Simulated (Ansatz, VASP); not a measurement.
**CuO in VASP and in Ansatz**

```
Cu O
1.0
     0.00000    2.10226    2.10226
     2.10226    0.00000    2.10226
     2.10226    2.10226    0.00000
Cu O
1 1
Direct
  0.00000 0.00000 0.00000
  0.50000 0.50000 0.50000
```

Alike in both runs: functional r2SCAN; k mesh 18 × 18 × 18; occupations gaussian, width 0.1 eV; collinear spin.

Ansatz relaxed the structure, and its values are those at the end. VASP's run is a single point on that final structure, the one shown.

```csv
,VASP,Ansatz
version,VASP 6.6.1,Ansatz 0.2.0
potentials or method,"VASP PAW PBE potentials, release 64 (Cu, O), cutoff 520 eV","scalar-relativistic, plane waves, PAW"
valence electrons in the cell,17,25
```

Ansatz gave:

- gap on the k mesh at the Fermi level (eV): none
- pressure (GPa): 0.0
- net moment per atom (μB): 0.50
- size of the moment on the site where the two differ most (μB): 0.65

Q: What did VASP give for the same quantities?

A: gap on the k mesh at the Fermi level (eV): none; pressure (GPa): -1.8; net moment per atom (μB): 0.00; size of the moment on the site where the two differ most (μB): 0.00.

The net moments are unlike, so the other rows may belong to different states. VASP's potentials were made for PBE, not for r2SCAN. Site moments also hang on the region over which each program counts them. A gap of «none» marks a metal or a gap that the smearing closes. VASP's potentials hold 17 valence electrons a cell and Ansatz's 25, so a difference there can come from the potentials and not from the codes.
